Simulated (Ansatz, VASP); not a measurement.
**Two plane-wave programs on SiC2**

INCAR

```
SYSTEM = SiC2
  PREC = Accurate
  ENCUT = 520
  EDIFF = 1E-6
  ISMEAR = 0
  SIGMA = 0.1
  LREAL = .False.
  LASPH = .True.
  NELM = 100
  ALGO = Normal
  ISIF = 2
  LWAVE = .False.
  LCHARG = .True.
  GGA = PE
  LELF = .True.
  LVHAR = .True.
  NBANDS = 13
```

File KPOINTS:

```
Automatic mesh
0
Gamma
  6 6 4
  0 0 0
```

POSCAR

```
SiC2
1.0
    2.6798104000      0.0000000000      0.0000000000
   -1.3399052000      2.3207838900      0.0000000000
    0.0000000000      0.0000000000      6.5641681000
Si C
1 2
Direct
    0.0000000000      0.0000000000      0.5000000000
    0.6666666700      0.3333333300      0.8333333300
    0.3333333300      0.6666666700      0.1666666700
```

Input for Ansatz:

```yaml
crystal:
  lattice:
    - [2.6798104, 0.0, 0.0]
    - [-1.3399052, 2.32078389, 0.0]
    - [0.0, 0.0, 6.5641681]
  atoms:
    - { symbol: Si, position: [0.0, 0.0, 0.5] }
    - { symbol: C, position: [0.66666667, 0.33333333, 0.83333333] }
    - { symbol: C, position: [0.33333333, 0.66666667, 0.16666667] }
basis:
  ecutwfc: 420
kpoints:
  mp_grid: { grid: [6, 6, 4] }
hamiltonian:
  xc: pbe
scf:
  occupations: { method: gaussian, width: 0.1 }
  lower_state_search: "off"
output:
  forces: true
  stress: true
  eigenvalues: true
```

Alike in both runs: task single point; functional PBE; k mesh 6 × 6 × 4; occupations gaussian, width 0.1 eV; no spin polarisation.

|  | VASP | Ansatz |
| --- | --- | --- |
| version | VASP 6.6.1 | Ansatz 0.2.0 |
| potentials or method | VASP PAW PBE potentials, release 64 (Si, C), cutoff 520 eV | scalar-relativistic, plane waves, PAW |
| valence electrons in the cell | 12 | 12 |

```tsv
	VASP	Ansatz	Ansatz less VASP
gap on the k mesh at the Fermi level (eV)	none	none	-
pressure (GPa)	-20.3	-20.3	-0.02
traceless stress, the component that is largest in VASP (GPa)	-8.83	-8.85	-0.018
rms of the force components (eV/Å)	0.086	0.086	+0.0005
```

Atom by atom the forces differ by 0.000 eV/Å (rms over components). A gap of «none» marks a metal or a gap that the smearing closes. With one functional, cell and mesh, what is left measures potentials, basis and numerics.

The k mesh is coarse, so the values compare programs but aren't converged.
